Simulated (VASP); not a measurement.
Runs of VASP 6.6.1 on ReF2. The structure is that of space group Fm-3m (No. 225), or close to it. The cells are those of the table. 

```csv
task,cell,k mesh,cutoff (eV),gap on the mesh (eV),pressure (GPa),moment (μB)
relaxation of cell and atoms,"relaxed from a = 3.666 Å, angles 60.0°, 3 atoms",6 × 6 × 6,600,none,-0.2,0.90
single point,"a = 3.666 Å, angles 60.0°, 3 atoms",6 × 6 × 6,520,none,8.9,0.87
single point,"a = 3.734 Å, angles 60.0°, 3 atoms",16 × 16 × 16,520,none,(a),0.89
single point,"a = 3.734 Å, angles 60.0°, 3 atoms",6 × 6 × 6,520,none,-0.2,0.90
```

Alike in all rows: level PBE; potentials or basis VASP PAW PBE potentials, release 64 (Re, F); spin collinear, ferromagnetic start; smearing gaussian 0.1 eV.

Problem. Fill in the values left out.

Solution. (a) -0.3.

Caveats: spin-orbit coupling is left out, which moves the levels of the heavy elements.

A k mesh can miss the band edges, and the runs leave out spin-orbit coupling on Re.

A gap of «none» marks levels without a gap at the run's occupations.
